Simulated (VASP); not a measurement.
# PbS (Galena) (Fm-3m) in VASP: a series of runs

Aim: see how the results for PbS (Galena) move with the level of theory and the settings. Levels: revPBE, BLYP. Tasks: single point.

Everything below comes from runs of VASP 6.6.1. Logs are shortened: lines on timing, memory, paths and dates and some standing lists are left out, and cuts for length are marked.

### Step 1. The cell of the first run

Symmetry: Fm-3m, No. 225, cubic system. The conventional cell has a = 5.931 Å, b = 5.931 Å, c = 5.931 Å, α = 90.00°, β = 90.00°, γ = 90.00°. Pb (site symmetry m-3m) has 6 S at 2.97 Å within 3.9 Å. Within 3.9 Å of S (site symmetry m-3m) lie 6 Pb at 2.97 Å.

### Step 2. Single point, revPBE

INCAR

```
PREC = Accurate ; ENCUT = 520
EDIFF = 1E-7 ; ISMEAR = -1
SIGMA = 0.05 ; LREAL = F
LASPH = T ; NELM = 60
ALGO = Normal ; ISIF = 2
LWAVE = F ; LCHARG = F
GGA = RE ; NBANDS = 17
```

KPOINTS

```
Automatic mesh
0
Gamma
  5 5 5
```

POSCAR

```
PbS
1.0
    0.0000000000      2.9657500000      2.9657500000
    2.9657500000      0.0000000000      2.9657500000
    2.9657500000      2.9657500000      0.0000000000
Pb S
1 1
Direct
    0.0000000000      0.0000000000      0.0000000000
    0.5000000000      0.5000000000      0.5000000000
```

Potentials or basis: VASP PAW PBE potentials, release 64 (Pb_d, S).

Run with:

```
$ cat potpaw_PBE.64/Pb_d/POTCAR potpaw_PBE.64/S/POTCAR > POTCAR
$ mpirun -np 1 vasp_std > vasp.out
```

OUTCAR:

```text
PREC = Accurate
   ENCUT = 520
   EDIFF = 1E-7
   ISMEAR = -1
   LREAL = F
   LASPH = T
   NELM = 60
   ISIF = 2
   GGA = RE

 ion  position               nearest neighbor table
   1  0.000  0.000  0.000-   2 2.97   2 2.97   2 2.97   2 2.97   2 2.97   2 2.97
   2  0.500  0.500  0.500-   1 2.97   1 2.97   1 2.97   1 2.97   1 2.97   1 2.97

  LATTYP: Found a face centered cubic cell.
 ALAT       =     5.9315000000

  Lattice vectors:

 A1 = (   0.0000000000,   2.9657500000,   2.9657500000)
 A2 = (   2.9657500000,   0.0000000000,   2.9657500000)
 A3 = (   2.9657500000,   2.9657500000,   0.0000000000)

Analysis of symmetry for initial positions (statically):
=====================================================================
 Subroutine PRICEL returns:
 Original cell was already a primitive cell.

 Routine SETGRP: Setting up the symmetry group for a
 face centered cubic supercell.

 Subroutine GETGRP returns: Found 48 space group operations
[... 9 lines left out ...]

 Routine SETGRP: Setting up the symmetry group for a
 face centered cubic supercell.

 Subroutine GETGRP returns: Found 48 space group operations
[... 11 lines left out ...]
                                     Primitive cell

  volume of cell :      52.1715

  direct lattice vectors                    reciprocal lattice vectors
     0.000000000  2.965750000  2.965750000    -0.168591419  0.168591419  0.168591419
     2.965750000  0.000000000  2.965750000     0.168591419 -0.168591419  0.168591419
     2.965750000  2.965750000  0.000000000     0.168591419  0.168591419 -0.168591419

  length of vectors
     4.194203873  4.194203873  4.194203873     0.292008903  0.292008903  0.292008903

  position of ions in fractional coordinates (direct lattice)
     0.000000000  0.000000000  0.000000000
     0.500000000  0.500000000  0.500000000

  ion indices of the primitive-cell ions
   primitive index   ion index
                 1           1
                 2           2

----------------------------------------------------------------------------------------

 KPOINTS: Automatic mesh

Automatic generation of k-mesh.
 Grid dimensions read from file:
 generate k-points for:    5    5    5

 Generating k-lattice:

  Cartesian coordinates                     Fractional coordinates (reciprocal lattice)
    -0.033718284  0.033718284  0.033718284     0.200000000  0.000000000  0.000000000
     0.033718284 -0.033718284  0.033718284     0.000000000  0.200000000  0.000000000
     0.033718284  0.033718284 -0.033718284     0.000000000  0.000000000  0.200000000

  Length of vectors
     0.058401781  0.058401781  0.058401781

  Shift w.r.t. Gamma in fractional coordinates (k-lattice)
     0.000000000  0.000000000  0.000000000

 Subroutine IBZKPT returns following result:
 ===========================================

 Found     10 irreducible k-points:

 Following reciprocal coordinates:
            Coordinates               Weight
  0.000000  0.000000  0.000000      1.000000
  0.200000  0.000000  0.000000      8.000000
  0.400000  0.000000  0.000000      8.000000
  0.200000  0.200000  0.000000      6.000000
  0.400000  0.200000  0.000000     24.000000
 -0.400000  0.200000  0.000000     24.000000
 -0.200000  0.200000  0.000000     12.000000
  0.400000  0.400000  0.000000      6.000000
 -0.400000  0.400000  0.000000     12.000000
 -0.400000  0.400000  0.200000     24.000000
   k-points           NKPTS =     10   k-points in BZ     NKDIM =     10   number of bands    NBANDS=     17
   number of dos      NEDOS =    301   number of ions     NIONS =      2
   total plane-waves  NPLWV =  32768
   dimension x,y,z NGX =    32 NGY =   32 NGZ =   32
   dimension x,y,z NGXF=    64 NGYF=   64 NGZF=   64
   ions per type =               1   1
   NGX,Y,Z   is equivalent  to a cutoff of  12.68, 12.68, 12.68 a.u.
   NGXF,Y,Z  is equivalent  to a cutoff of  25.37, 25.37, 25.37 a.u.
 SYSTEM =  unknown system
   PREC   = accura    normal or accurate (medium, high low for compatibility)
   ISTART =      0    job   : 0-new  1-cont  2-samecut
   ICHARG =      2    charge: 1-file 2-atom 10-const
   ISPIN  =      1    spin polarized calculation?
   LNONCOLLINEAR =      F non collinear calculations
   LSORBIT =      F    spin-orbit coupling
   LASPH  =      T    aspherical Exc in radial PAW
   ENCUT  =  520.0 eV  38.22 Ry    6.18 a.u.   7.80  7.80  7.80*2*pi/ulx,y,z
   NELM   =     60;   NELMIN=  2; NELMDL= -5     # of ELM steps
   EDIFF  = 0.1E-06   stopping-criterion for ELM
   LREAL  =      F    real-space projection
   EDIFFG = 0.1E-05   stopping-criterion for IOM
   NSW    =      0    number of steps for IOM
   IBRION =     -1    ionic relax: 0-MD 1-quasi-New 2-CG
   NFREE  =      0    steps in history (QN), initial steepest desc. (CG)
   ISIF   =      2    stress and relaxation
   ISYM   =      2    0-nonsym 1-usesym 2-fastsym
   POTIM  = 0.5000    time-step for ionic-motion
   TEBEG  =    0.0;   TEEND  =   0.0 temperature during run
   PSTRESS=    0.0 pullay stress
   NELECT =      20.0000    total number of electrons
   NUPDOWN=      -1.0000    fix difference up-down
   EMIN   =  10.00;   EMAX   =-10.00  energy-range for DOS
   EFERMI =   0.00;   METHOD = LEGACY
   ISMEAR =    -1;   SIGMA  =   0.05  broadening in eV -4-tet -1-fermi 0-gaus
   EFERMI_NEDOS =   21; number of points for ismear=-14 and -15
   IALGO  =     38    algorithm
   IMIX   =      4    mixing-type and parameters
     AMIX     =   0.40;   BMIX     =  1.00
     AMIX_MAG =   1.60;   BMIX_MAG =  1.00
  volume/ion in A,a.u.               =      26.09       176.04
  Fermi-wavevector in a.u.,A,eV,Ry     =   1.189251  2.247359 19.242973  1.414319
  Thomas-Fermi vector in A             =   2.325363
   LORBIT       =      0    0 simple, 1 ext, 2 COOP (PROOUT), +10 PAW based schemes
   GGA     = RE    functional components
   LHFCALC =     F    Hartree Fock is set to
   AEXX    =    0.0000 exact exchange contribution
   IVDW    =     0    specifies the selected vdW correction
   LEPSILON=     F    determine dielectric tensor
   LRPA    =     F    only Hartree local field effects (RPA)
 non-spin polarized calculation
  energy-cutoff  :      520.00
  volume of cell :       52.17
 maximum number of plane-waves:      1422
   NGX = 15   NGY = 15   NGZ = 15

 number of electron      19.9999998 magnetization

 Free energy of the ion-electron system (eV)
  ---------------------------------------------------
  ext. energy  EPLUGINS =         0.00000000
  ---------------------------------------------------
  free energy    TOTEN  =        -8.15880745 eV

  energy without entropy =       -8.15880716  energy(sigma->0) =       -8.15880731

 E-fermi :   6.1926     XC(G=0):  -9.5680

 val. band max:        5.5206085571   @ k =   0.4000   0.0000   0.0000
 cond. band min:       6.8613127003   @ k =   0.4000   0.0000   0.0000
 fundamental gap:      1.3407041432
 Fermi energy:         6.1926171111

 k-point     1 :       0.0000    0.0000    0.0000
  band No.  band energies     occupation
      1     -10.9718      2.00000
      2     -10.9718      2.00000
      3     -10.9718      2.00000
      4     -10.9524      2.00000
      5     -10.9524      2.00000
      6      -7.6888      2.00000
[... 9 lines left out ...]
     16      12.6655      0.00000
     17      14.6908      0.00000

 k-point     2 :       0.2000    0.0000    0.0000
  band No.  band energies     occupation
      1     -10.9702      2.00000
      2     -10.9697      2.00000
      3     -10.9697      2.00000
      4     -10.9495      2.00000
      5     -10.9495      2.00000
      6      -7.3594      2.00000
[... 9 lines left out ...]
     16      13.4906      0.00000
     17      17.0656      0.00000

 k-point     3 :       0.4000    0.0000    0.0000
  band No.  band energies     occupation
      1     -10.9840      2.00000
      2     -10.9840      2.00000
      3     -10.9687      2.00000
      4     -10.9268      2.00000
      5     -10.9268      2.00000
      6      -6.6303      2.00000
[... 9 lines left out ...]
     16      15.3554      0.00000
     17      17.4262      0.00000

 k-point     4 :       0.2000    0.2000    0.0000
  band No.  band energies     occupation
      1     -10.9876      2.00000
      2     -10.9804      2.00000
      3     -10.9518      2.00000
      4     -10.9518      2.00000
      5     -10.9436      2.00000
      6      -7.2382      2.00000
[... 9 lines left out ...]
     16      15.0335      0.00000
     17      15.4738      0.00000

 k-point     5 :       0.4000    0.2000    0.0000
  band No.  band energies     occupation
      1     -11.0193      2.00000
      2     -10.9759      2.00000
      3     -10.9578      2.00000
      4     -10.9383      2.00000
      5     -10.9231      2.00000
      6      -6.6111      2.00000
[... 9 lines left out ...]
     16      16.3093      0.00000
     17      17.4514      0.00000

 k-point     6 :      -0.4000    0.2000    0.0000
  band No.  band energies     occupation
      1     -11.0144      2.00000
      2     -10.9700      2.00000
      3     -10.9588      2.00000
      4     -10.9391      2.00000
      5     -10.9260      2.00000
      6      -6.2823      2.00000
[... 9 lines left out ...]
     16      15.3658      0.00000
     17      17.6945      0.00000

 k-point     7 :      -0.2000    0.2000    0.0000
  band No.  band energies     occupation
      1     -10.9833      2.00000
      2     -10.9698      2.00000
      3     -10.9653      2.00000
      4     -10.9497      2.00000
      5     -10.9369      2.00000
      6      -6.8684      2.00000
[... 9 lines left out ...]
     16      15.8381      0.00000
     17      16.1665      0.00000

 k-point     8 :       0.4000    0.4000    0.0000
  band No.  band energies     occupation
      1     -11.0844      2.00000
      2     -10.9943      2.00000
      3     -10.9293      2.00000
      4     -10.9178      2.00000
      5     -10.9178      2.00000
      6      -6.2444      2.00000
[... 9 lines left out ...]
     16      17.7604      0.00000
     17      17.9861      0.00000

 k-point     9 :      -0.4000    0.4000    0.0000
  band No.  band energies     occupation
      1     -11.0781      2.00000
      2     -10.9820      2.00000
      3     -10.9396      2.00000
      4     -10.9232      2.00000
      5     -10.9171      2.00000
      6      -6.0236      2.00000
[... 9 lines left out ...]
     16      17.2698      0.00000
     17      18.3373      0.00000

 k-point    10 :      -0.4000    0.4000    0.2000
  band No.  band energies     occupation
      1     -11.0495      2.00000
      2     -10.9673      2.00000
      3     -10.9563      2.00000
      4     -10.9371      2.00000
      5     -10.9182      2.00000
      6      -6.1320      2.00000
[... 9 lines left out ...]
     16      17.4818      0.00000
     17      17.5948      0.00000

------------------------ aborting loop because EDIFF is reached ----------------------------------------

  FORCE on cell =-STRESS in cart. coord.  units (eV):
  Direction    XX          YY          ZZ          XY          YZ          ZX
  --------------------------------------------------------------------------------------
  -------------------------------------------------------------------------------------
  Total        1.1031086      1.1031086      1.1031086     -0.0000000      0.0000000      0.0000000
  in kB       33.8762428     33.8762428     33.8762428     -0.0000000      0.0000000      0.0000000
  external PRESSURE =      33.8762428 kB  Pullay stress =       0.0000000 kB

 VOLUME and BASIS-vectors are now :
 -----------------------------------------------------------------------------
  energy-cutoff  :      520.00
  volume of cell :       52.17
      direct lattice vectors                 reciprocal lattice vectors
     0.000000000  2.965750000  2.965750000    -0.168591419  0.168591419  0.168591419
     2.965750000  0.000000000  2.965750000     0.168591419 -0.168591419  0.168591419
     2.965750000  2.965750000  0.000000000     0.168591419  0.168591419 -0.168591419

 POSITION                                       TOTAL-FORCE (eV/Angst)
 -----------------------------------------------------------------------------------
      0.00000      0.00000      0.00000         0.000000      0.000000      0.000000
      2.96575      2.96575      2.96575         0.000000      0.000000      0.000000
 -----------------------------------------------------------------------------------
    total drift:                                0.000000     -0.000000     -0.000000

  FREE ENERGIE OF THE ION-ELECTRON SYSTEM (eV)
  ---------------------------------------------------
  free  energy   TOTEN  =        -8.1588074527 eV

  energy  without entropy=       -8.1588071638  energy(sigma->0) =       -8.15880731
```

Wall time 5.5 s (1 thread of Intel Xeon 6975P-C (Granite Rapids), shared host); peak memory 0.17 GiB.

Results:

| Item | Value |
| --- | --- |
| Free energy | -8.1588 eV |
| Pressure | 3.4 GPa |

Caveat: this odd mesh misses L, where the gap lies, so gap, dielectric constants and Born charges aren't listed; the PAW data sets were made with another functional, which shifts forces and pressure a little; spin-orbit coupling is left out, which moves the levels of the heavy elements.

### Step 3. Single point, BLYP

INCAR

```
SYSTEM = PbS
PREC = Accurate
ENCUT = 520
EDIFF = 1E-7
ISMEAR = -1
SIGMA = 0.05
LREAL = .FALSE.
LASPH = .TRUE.
NELM = 80
ALGO = Normal
ISIF = 2
LWAVE = .FALSE.
LCHARG = .FALSE.
GGA = B5
ALDAX = 1.0
AGGAX = 1.0
AGGAC = 1.0
ALDAC = 0.0
NBANDS = 17
```

KPOINTS

```
regular mesh
0
G
  5 5 5
  0 0 0
```

POSCAR is that of step 2.

Potentials or basis: VASP PAW PBE potentials, release 64 (Pb_d, S).

Run with:

```
$ cat potpaw_PBE.64/Pb_d/POTCAR potpaw_PBE.64/S/POTCAR > POTCAR
$ mpirun -np 1 vasp_std > vasp.out
```

Wall time 11 s (1 thread of Intel Xeon 6975P-C (Granite Rapids), shared host); peak memory 0.17 GiB.

The run converged. Its results:

| Property | Result |
| --- | --- |
| Free energy | -7.6728 eV |
| Pressure | 5.8 GPa |

Levels at points of the mesh, in eV from the Fermi level:
| k point | band 7 | band 8 | band 9 | band 10 | band 11 | band 12 | band 13 | band 14 |
| --- | --- | --- | --- | --- | --- | --- | --- | --- |
| (0.00, 0.00, 0.00) | -6.41 | -2.45 | -2.45 | -2.45 | 4.82 | 4.82 | 4.82 | 6.64 |

Caveat: this odd mesh misses L, where the gap lies, so gap, dielectric constants and Born charges aren't listed; the PAW data sets were made with another functional, which shifts forces and pressure a little; spin-orbit coupling is left out, which moves the levels of the heavy elements.
